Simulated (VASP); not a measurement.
Cu, 1 atom in the cell. Symmetry: Fm-3m, No. 225, cubic system. The conventional cell has a = 3.564 Å, b = 3.564 Å, c = 3.564 Å, α = 90.00°, β = 90.00°, γ = 90.00°. Cu (site symmetry m-3m) has 12 Cu at 2.52 Å within 3.3 Å. 

- Program: VASP 6.6.1
- Task: single point
- Functional: PBEsol
- Potentials or basis: VASP PAW PBE potentials, release 64 (Cu)
- Cutoff: 520 eV
- k mesh: 20 × 20 × 20
- Occupations: gaussian, width 0.1 eV
- Spin: no spin polarisation
- Dipole correction: no
- Further INCAR settings: ALGO = Normal; EDIFF = 1e-06; NBANDS = 12

Potentials or basis: VASP PAW PBE potentials, release 64 (Cu).

Launch:

```sh
$ cat potpaw_PBE.64/Cu/POTCAR > POTCAR
$ mpirun -np 1 vasp_std > vasp.out
```

Hardware: 1 thread of Intel(R) Xeon(R) Platinum 8488C (Sapphire Rapids), with other jobs on the host.

Question: How long does it take, and how much memory?

Answer: It took 32 s on 1 thread of Intel(R) Xeon(R) Platinum 8488C (Sapphire Rapids), on a shared host, peak memory 0.15 GiB. Counts: scf iterations 12, k points 256.
